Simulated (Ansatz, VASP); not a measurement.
**La2NbO3: VASP beside Ansatz**

```
La Nb O
1.0
     3.53991    0.00000    0.00000
     0.00000    3.53991    0.00000
     0.00000    0.00000    7.76540
La Nb O
2 1 3
Cartesian
  0.0000 1.7700 5.7249
  1.7700 0.0000 2.0405
  0.0000 0.0000 0.0000
  1.7700 1.7700 0.0000
  0.0000 1.7700 2.9307
  1.7700 0.0000 4.8347
```

Change from the starting cell: species swapped into the Hf2CuSb3 type (P-4m2, No. 115).

Alike in both runs: task relaxation of cell and atoms; functional PBE; k mesh 6 × 6 × 2; occupations gaussian, width 0.1 eV; collinear spin.

|  | VASP | Ansatz |
| --- | --- | --- |
| version | VASP 6.6.1 | Ansatz 0.2.0 |
| potentials or method | VASP PAW PBE potentials, release 64 (La, Nb_sv, O), cutoff 600 eV | scalar-relativistic, plane waves, PAW |
| valence electrons in the cell | 53 | 53 |

VASP gave:

| Property | Result |
| --- | --- |
| gap on the k mesh at the Fermi level, each at its own relaxed structure (eV) | none |
| net moment per atom (μB) | 0.00 |
| relaxed volume (Å³/atom) | 16.70 |
| relaxed cell length with the largest relative difference (Å) | 9.277 |

Q: Which values does Ansatz return?

A: gap on the k mesh at the Fermi level, each at its own relaxed structure (eV): none; net moment per atom (μB): 0.00; relaxed volume (Å³/atom): 16.80; relaxed cell length with the largest relative difference (Å): 9.336.

A gap of «none» marks a metal or a gap that the smearing closes. Ansatz's warnings: no starting moments.

The k mesh is coarse, so the values compare programs but aren't converged. Spin-orbit coupling is off throughout.
